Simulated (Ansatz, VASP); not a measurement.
# One calculation of KNaF2, two programs

```
Na K F
1.0
     1.76517    1.01912    5.84538
    -1.76517    1.01912    5.84538
     0.00000   -2.03824    5.84538
Na K F
1 1 2
Direct
  0.00000 0.00000 0.00000
  0.50000 0.50000 0.50000
  0.26001 0.26001 0.26001
  0.73999 0.73999 0.73999
```

Alike in both runs: task single point; functional PBE; k mesh 8 × 8 × 8; no spin polarisation.

|  | VASP | Ansatz |
| --- | --- | --- |
| version | VASP 6.6.1 | Ansatz 0.2.0 |
| potentials or method | VASP PAW PBE potentials, release 64 (Na_pv, K_sv, F) | plane waves, PAW |
| plane-wave cutoff (eV) | 520 | 420 |
| occupations | gaussian, width 0.01 eV | fixed |
| valence electrons in the cell | 30 | 32 |

```tsv
	VASP	Ansatz	Ansatz less VASP
gap on the k mesh at the Fermi level (eV)	6.07	6.09	+0.016
pressure (GPa)	1.2	1.2	+0.01
traceless stress, the component that is largest in VASP (GPa)	0.08	0.07	-0.019
rms of the force components (eV/Å)	0.021	0.014	-0.0073
```

Atom by atom the forces differ by 0.007 eV/Å (rms over components). VASP's potentials hold 30 valence electrons a cell and Ansatz's 32, so a difference there can come from the potentials and not from the codes.
